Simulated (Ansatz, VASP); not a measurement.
# Two plane-wave programs on Al

```
Al
1.0
     2.81245    0.00000    0.00000
    -1.40623    2.43566    0.00000
     0.00000    0.00000    4.86685
Al
2
Direct
  0.66667 0.33333 0.75000
  0.33333 0.66667 0.25000
```

Alike in both runs: task single point; functional BLYP; k mesh 14 × 14 × 7; occupations fermi-dirac, width 0.1 eV; no spin polarisation.

|  | VASP | Ansatz |
| --- | --- | --- |
| version | VASP 6.6.1 | Ansatz 0.2.0 |
| potentials or method | VASP PAW PBE potentials, release 64 (Al) | plane waves, PAW |
| plane-wave cutoff (eV) | 520 | 420 |
| valence electrons in the cell | 6 | 6 |

Ansatz gave:

```
pressure (GPa)                                                : 3.8
traceless stress, the component that is largest in VASP (GPa) : -0.21
```

**Question.** What did VASP give for the same quantities?

**Answer.** Pressure (GPa): 3.9; traceless stress, the component that is largest in VASP (GPa): -0.24.

VASP's potentials were made for PBE, not for BLYP.
